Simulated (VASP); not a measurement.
Wanted: the native input for a VASP 6.6.1 run.

- Task: single point
- Functional: LDA
- Potentials or basis: VASP PAW LDA potentials, release 64 (P)
- Cutoff: 520 eV
- k mesh: 12 × 12 × 12
- Occupations: fermi-dirac, width 0.1 eV
- Spin: no spin polarisation
- Dipole correction: no
- Further INCAR settings: ALGO = Normal; EDIFF = 1e-07; NBANDS = 12

The structure of P lies in POSCAR:

```
P
1.0
    0.0000000000      2.6756089844      2.6756089844
    2.6756089844      0.0000000000      2.6756089844
    2.6756089844      2.6756089844      0.0000000000
P
2
Direct
   -0.1250000000     -0.1250000000     -0.1250000000
    0.1250000000      0.1250000000      0.1250000000
```

This isn't the form of P at room conditions, which is orthorhombic.

These files were run (other wordings do the same):

INCAR

```
SYSTEM = P
PREC = Accurate
ENCUT = 520
EDIFF = 1E-7
ISMEAR = -1
SIGMA = 0.1
LREAL = .FALSE.
LASPH = .TRUE.
NELM = 100
ALGO = Normal
ISIF = 2
LWAVE = .FALSE.
LCHARG = .FALSE.
NBANDS = 12
```

KPOINTS

```
Automatic mesh
0
G
  12 12 12
  0 0 0
```

Potentials or basis: VASP PAW LDA potentials, release 64 (P).

Command:

```console
$ cat potpaw_LDA.64/P/POTCAR > POTCAR
$ mpirun -np 1 vasp_std > vasp.out
```

It gave:

The pressure is -0.1 GPa and the band gap on the k mesh is zero (bands 5 and 6 overlap by 3.11 eV).

Run time: 38 s on 1 thread of Intel Xeon 8259CL, on a shared host, peak memory 0.15 GiB.
